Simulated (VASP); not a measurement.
Sr, 4 atoms in the cell. The structure is hexagonal, space group P6_3/mmc (No. 194). The conventional cell has a = 4.177 Å, b = 4.177 Å, c = 14.144 Å, α = 90.00°, β = 90.00°, γ = 120.00°. Sr (site symmetry -3m) has 12 Sr at 4.18 to 4.28 Å within 5.5 Å. Within 5.5 Å of Sr (site symmetry -6m2) lie 12 Sr at 4.18 to 4.28 Å. This isn't the form of Sr at room conditions, which is fcc. This cell differs from its parent crystal: biaxial strain in the a-b plane: -2.0 %.

| Property | Result |
| --- | --- |
| Program | VASP 6.6.1 |
| Task | single point |
| Functional | PBE |
| Potentials or basis | VASP PAW PBE potentials, release 64 (Sr_sv) |
| Cutoff | 520 eV |
| k mesh | 12 × 12 × 4 |
| Occupations | gaussian, width 0.1 eV |
| Spin | no spin polarisation |
| Dipole correction | no |
| Further INCAR settings | ALGO = Fast; EDIFF = 1e-06; NBANDS = 28 |

Potentials or basis: VASP PAW PBE potentials, release 64 (Sr_sv).

Launch:

```sh
$ cat potpaw_PBE.64/Sr_sv/POTCAR > POTCAR
$ mpirun -np 1 vasp_std > vasp.out
```

Hardware: 1 thread of Intel Xeon 8259CL, with other jobs on the host.

Q: How long does it take, and how much memory?

A: Wall time 7 min on 1 thread of Intel Xeon 8259CL, on a shared host, peak memory 0.48 GiB. Counts: scf iterations 17, k points 57.
